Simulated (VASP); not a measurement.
Write the native input for VASP 6.6.1 that does the following.

```yaml
Task: relaxation of cell and atoms
Functional: PBE
Potentials_or_basis: VASP PAW PBE potentials, release 64 (P)
Cutoff: 500 eV
k_mesh: 22 × 22 × 22
Occupations: gaussian, width 0.1 eV
Spin: no spin polarisation
Dipole_correction: no
Further_INCAR_settings: ALGO = Normal; EDIFF = 1e-07; IBRION = 2; EDIFFG = -0.01; NSW = 100; ISIF = 3
```

The structure of P lies in POSCAR:

```
P
1.0
    2.4455486748      0.0000000000      0.0000000000
    0.0000000000      2.4455486748      0.0000000000
    0.0000000000      0.0000000000      2.4455486748
P
1
Direct
    0.0000000000      0.0000000000      0.0000000000
```

The cell was generated, and may not be a known phase.

One way to write it, as run:

INCAR

```
SYSTEM = P
PREC = Accurate
ENCUT = 500
EDIFF = 1E-7
ISMEAR = 0
SIGMA = 0.1
LREAL = .FALSE.
LASPH = .TRUE.
NELM = 120
ALGO = Normal
ISIF = 3
LWAVE = .FALSE.
LCHARG = .FALSE.
GGA = PE
IBRION = 2
NSW = 100
EDIFFG = -0.01
GGA_COMPAT = .FALSE.
NELMIN = 4
```

KPOINTS

```
regular mesh
0
G
  22 22 22
  0 0 0
```

Potentials or basis: VASP PAW PBE potentials, release 64 (P).

Launch:

```sh
$ cat potpaw_PBE.64/P/POTCAR > POTCAR
$ mpirun -np 1 vasp_std > vasp.out
```

It gave:

```
Relaxed volume                        : 14.57 Å³/atom
Relaxed cell                          : a = 2.443 Å, b = 2.443 Å, c = 2.443 Å, α = 90.00°, β = 90.00°, γ = 90.00°
Space group after relaxing (to 0.1 Å) : Pm-3m (No. 221)
Energy gained by relaxing             : 0.1 meV/atom
Ionic steps                           : 3
Pressure after relaxing               : 0.0 GPa
Band gap on the k mesh                : zero (an odd number of electrons rules out a gap without spin polarisation)
```

Wall time 53 s on 1 thread of Intel Xeon 8259CL, with other jobs on the host, peak memory 0.14 GiB.
